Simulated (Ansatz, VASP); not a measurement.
**Two plane-wave programs on NaH**

```
Na H
1.0
     3.41160    0.00000    0.00000
     0.00000    4.81739    0.00000
     0.00000    0.00000    3.40377
Na H
2 2
Direct
  0.50000 0.50000 0.75110
  0.00000 0.00000 0.24890
  0.00000 0.50000 0.25149
  0.50000 0.00000 0.74851
```

Change from the starting cell: species swapped into the CrN type (Pmmn, No. 59).

Alike in both runs: functional PBE; k mesh 6 × 4 × 6; occupations gaussian, width 0.1 eV; no spin polarisation.

Ansatz relaxed the structure, and its values are those at the end. VASP's run is a single point on that final structure, the one shown.

|  | VASP | Ansatz |
| --- | --- | --- |
| version | VASP 6.6.1 | Ansatz 0.2.0 |
| potentials or method | VASP PAW PBE potentials, release 64 (Na_pv, H), cutoff 500 eV | scalar-relativistic, plane waves, PAW |
| valence electrons in the cell | 16 | 20 |

```csv
,VASP,Ansatz,Ansatz less VASP
gap on the k mesh at the Fermi level (eV),3.77,3.77,+0.002
least direct gap on the mesh (eV),4.63,4.64,+0.005
pressure (GPa),0.1,0.2,+0.07
rms of the force components (eV/Å),0.003,0.003,0.0000
```

With one functional, cell and mesh, what is left measures potentials, basis and numerics. VASP's potentials hold 16 valence electrons a cell and Ansatz's 20, so a difference there can come from the potentials and not from the codes.
